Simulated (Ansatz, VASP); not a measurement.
HfSn3S8 in VASP and in Ansatz

```
CELL_PARAMETERS angstrom
0.00000 0.00000 6.81666
7.39781 0.00000 0.00000
-3.69891 6.40669 0.00000
ATOMIC_POSITIONS crystal
Hf 0.00000 0.00000 0.00000
Sn 0.00000 0.50000 0.50000
Sn 0.00000 0.50000 0.00000
Sn 0.00000 0.00000 0.50000
S 0.21656 0.66932 0.83466
S 0.21488 0.66667 0.33333
S 0.21656 0.16534 0.83466
S 0.21656 0.16534 0.33068
S 0.78344 0.83466 0.66932
S 0.78344 0.83466 0.16534
S 0.78512 0.33333 0.66667
S 0.78344 0.33068 0.16534
```

Alike in both runs: task single point; functional PBE; k mesh 2 × 3 × 3; occupations gaussian, width 0.1 eV; no spin polarisation.

|  | VASP | Ansatz |
| --- | --- | --- |
| version | VASP 6.6.1 | Ansatz 0.2.0 |
| potentials or method | VASP PAW PBE potentials, release 64 (Hf_pv, Sn_d, S), cutoff 520 eV | scalar-relativistic, plane waves, PAW |
| valence electrons in the cell | 100 | 116 |

```csv
,VASP,Ansatz,Ansatz less VASP
gap on the k mesh at the Fermi level (eV),0.89,0.87,-0.016
least direct gap on the mesh (eV),0.97,0.96,-0.008
pressure (GPa),-0.2,0.0,+0.21
rms of the force components (eV/Å),0.018,0.004,-0.0142
```

Atom by atom the forces differ by 0.017 eV/Å (rms over components). With one functional, cell and mesh, what is left measures potentials, basis and numerics. VASP's potentials hold 100 valence electrons a cell and Ansatz's 116, so a difference there can come from the potentials and not from the codes.

The k mesh is coarse, so the values compare programs but aren't converged. Spin-orbit coupling is off throughout.
